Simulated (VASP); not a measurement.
# B: single point with r2SCAN

B:

```
CELL_PARAMETERS angstrom
-1.87288 1.87288 1.02169
1.87288 -1.87288 1.02169
1.87288 1.87288 -1.02169
ATOMIC_POSITIONS crystal
B 0.00000 0.00000 0.00000
B 0.75000 0.25000 0.50000
```

```json
{
 "Program": "VASP 6.6.1",
 "Task": "single point",
 "Functional": "r2SCAN",
 "Potentials or basis": "VASP PAW PBE potentials, release 64 (B)",
 "Cutoff": "520 eV",
 "k mesh": "10 × 10 × 10",
 "Occupations": "gaussian, width 0.1 eV",
 "Spin": "no spin polarisation",
 "Dipole correction": "no",
 "Further INCAR settings": "ALGO = Normal; EDIFF = 1e-07; NBANDS = 10"
}
```

The pressure is -11.4 GPa and the band gap on the k mesh is zero (band 3 reaches 10.77 eV, above the bottom of band 4 at 0.55 eV).

Stress tensor (GPa, compression positive):
```
 -1.99   0.00   0.00
  0.00  -1.99   0.00
  0.00   0.00 -30.12
```

Levels at points of the mesh, in eV from the Fermi level:
| k point | band 1 | band 2 | band 3 | band 4 | band 5 | band 6 | band 7 |
| --- | --- | --- | --- | --- | --- | --- | --- |
| (0.00, 0.00, 0.00) | -16.56 | -1.40 | -1.40 | 5.24 | 9.13 | 14.34 | 14.34 |
| (0.50, 0.00, 0.00) | -7.33 | -5.49 | -0.20 | 0.23 | 3.81 | 7.11 | 11.18 |
| (0.50, 0.50, 0.00) | -11.92 | -11.92 | 3.63 | 3.63 | 9.51 | 9.51 | 14.32 |
| (0.50, 0.50, 0.50) | -8.13 | -8.13 | -6.26 | -6.26 | 12.76 | 12.76 | 18.38 |

It took 25 s on 1 thread of Intel(R) Xeon(R) 6975P-C (Granite Rapids), with other jobs on the host, peak memory 0.14 GiB.

Caveat: the PAW data sets were made with another functional, which shifts forces and pressure a little.
